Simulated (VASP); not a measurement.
Here is a VASP 6.6.1 calculation.

File INCAR:

```
SYSTEM = Ni
ALGO = Normal
DIPOL = 0.5 0.5 0.294
EDIFF = 1E-6
ENCUT = 520
GGA = PE
IDIPOL = 3
ISIF = 2
ISMEAR = 0
ISPIN = 2
LASPH = .TRUE.
LCHARG = .FALSE.
LDIPOL = .TRUE.
LMAXMIX = 4
LORBIT = 11
LREAL = .FALSE.
LWAVE = .FALSE.
MAGMOM = 2
NBANDS = 15
NELM = 150
PREC = Accurate
SIGMA = 0.1
```

File KPOINTS:

```
k-points
0
G
  12 12 1
  0 0 0
```

File POSCAR:

```
Ni
1.0
    2.3514630703      0.0000002878      0.0000000000
   -1.1757317844      2.0364266111      0.0000000000
    0.0000000000      0.0000000000     23.8000000000
Ni
1
Direct
    0.0000000000      0.0000000000      0.2941176471
```

Potentials or basis: VASP PAW PBE potentials, release 64 (Ni).

The run is started by

```console
$ cat potpaw_PBE.64/Ni/POTCAR > POTCAR
$ mpirun -np 1 vasp_std > vasp.out
```

Question: What does it give for the net moment?

Answer: 0.85 μB per cell.

Question: Predict the site moments.

Answer: Ni +0.88 μB.
